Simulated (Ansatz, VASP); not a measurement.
V: VASP beside Ansatz

The input INCAR:

```
PREC = Accurate
ENCUT = 520
EDIFF = 1E-6
ISMEAR = -1
SIGMA = 0.05
LREAL = F
LASPH = T
NELM = 80
ALGO = Normal
ISIF = 2
LWAVE = F
LCHARG = F
GGA = CA
NBANDS = 20
```

Contents of KPOINTS:

```
Automatic mesh
0
Gamma
  13 13 13
```

POSCAR

```
V
1.0
    0.0000000000      2.2399697332      2.2399697332
    2.2399697332      0.0000000000      2.2399697332
    2.2399697332      2.2399697332      0.0000000000
V
2
Direct
   -0.1250000000     -0.1250000000     -0.1250000000
    0.1250000000      0.1250000000      0.1250000000
```

Input for Ansatz:

```yaml
crystal:
  lattice:
    - [0.0, 2.2399697332, 2.2399697332]
    - [2.2399697332, 0.0, 2.2399697332]
    - [2.2399697332, 2.2399697332, 0.0]
  atoms:
    - { symbol: V, position: [-0.125, -0.125, -0.125] }
    - { symbol: V, position: [0.125, 0.125, 0.125] }
kpoints:
  mp_grid: { grid: [13, 13, 13] }
scf:
  occupations: { method: fermi_dirac, width: 0.05 }
hamiltonian:
  xc: lda
  pseudopotentials: { kind: all_electron, lapw: { basis_error: 0.001 } }
output:
  forces: true
  stress: true
  eigenvalues: true
  populations: true
```

Change from the starting cell: volume scaled by 0.68, LAPW.

Alike in both runs: task single point; functional LDA; k mesh 13 × 13 × 13; occupations fermi-dirac, width 0.05 eV; no spin polarisation.

```csv
,VASP,Ansatz
version,VASP 6.6.1,Ansatz 0.2.0
potentials or method,"VASP PAW LDA potentials, release 64 (V_sv), cutoff 520 eV","all-electron LAPW, scalar-relativistic"
```

```tsv
	VASP	Ansatz	Ansatz less VASP
pressure (GPa)	79.6	67.6	-12.05
```

LDA's correlation is that of Perdew and Zunger in VASP and of Perdew and Wang (1992) in Ansatz. The pressures are high and differ by over a tenth, so treat them with care. Ansatz ran all-electron here, and VASP with PAW potentials.

Noted on VASP's run: the cell as given lies far from equilibrium.
